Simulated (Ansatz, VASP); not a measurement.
**Two plane-wave programs on TiAl3**

File INCAR:

```
PREC     = Accurate       # precision mode
ENCUT    = 520            # plane-wave cutoff, eV
EDIFF    = 1E-6           # SCF threshold, eV
ISMEAR   = 0              # smearing method
SIGMA    = 0.15           # smearing width, eV
LREAL    = F              # projectors in reciprocal space
LASPH    = T              # aspherical terms in the spheres
NELM     = 100            # most SCF steps
ALGO     = Fast           # electronic algorithm
ISIF     = 2              # what is computed and relaxed
LWAVE    = F              # write WAVECAR
LCHARG   = F              # write CHGCAR
GGA      = PS             # functional
NBANDS   = 18             # bands
```

KPOINTS

```
Automatic mesh
0
Gamma
  12 8 8
```

File POSCAR:

```
TiAl3
1.0
    2.7813912067      0.0000000000      0.0000000000
    0.0000000000      4.6710700316      0.0000000000
    0.0000000000      0.0000000000      4.8934030387
Ti Al
1 3
Direct
    0.0000000000      0.5000000000      0.1631682070
    0.5000000000      0.5000000000      0.6640465246
    0.5000000000      0.0000000000      0.3331101816
    0.0000000000      0.0000000000      0.8396740867
```

Input for Ansatz:

```yaml
crystal:
  lattice:
    - [2.7813912067, 0.0, 0.0]
    - [0.0, 4.6710700316, 0.0]
    - [0.0, 0.0, 4.8934030387]
  atoms:
    - { symbol: Ti, position: [0.0, 0.5, 0.163168207] }
    - { symbol: Al, position: [0.5, 0.5, 0.6640465246] }
    - { symbol: Al, position: [0.5, 0.0, 0.3331101816] }
    - { symbol: Al, position: [0.0, 0.0, 0.8396740867] }
basis:
  ecutwfc: 420
kpoints:
  mp_grid: { grid: [12, 8, 8] }
hamiltonian:
  xc: pbesol
scf:
  occupations: { method: gaussian, width: 0.15 }
output:
  forces: true
  stress: true
  eigenvalues: true
  write_density: true
  write_potential: true
  elf: true
  volumetric_format: npy
```

Alike in both runs: task single point; functional PBEsol; k mesh 12 × 8 × 8; occupations gaussian, width 0.15 eV; no spin polarisation.

|  | VASP | Ansatz |
| --- | --- | --- |
| version | VASP 6.6.1 | Ansatz 0.2.0 |
| potentials or method | VASP PAW PBE potentials, release 64 (Ti_sv, Al), cutoff 520 eV | scalar-relativistic, plane waves, PAW |
| valence electrons in the cell | 21 | 21 |

Ansatz gave:

| Property | Result |
| --- | --- |
| gap on the k mesh at the Fermi level (eV) | none |
| pressure (GPa) | 0.0 |
| traceless stress, the component that is largest in VASP (GPa) | -0.09 |
| rms of the force components (eV/Å) | 0.005 |

Problem. What did VASP give for the same quantities?

Solution. gap on the k mesh at the Fermi level (eV): none; pressure (GPa): 0.1; traceless stress, the component that is largest in VASP (GPa): -0.10; rms of the force components (eV/Å): 0.005.

VASP's potentials were made for PBE, not for PBEsol. Atom by atom the forces differ by 0.001 eV/Å (rms over components). A gap of «none» marks a metal or a gap that the smearing closes.
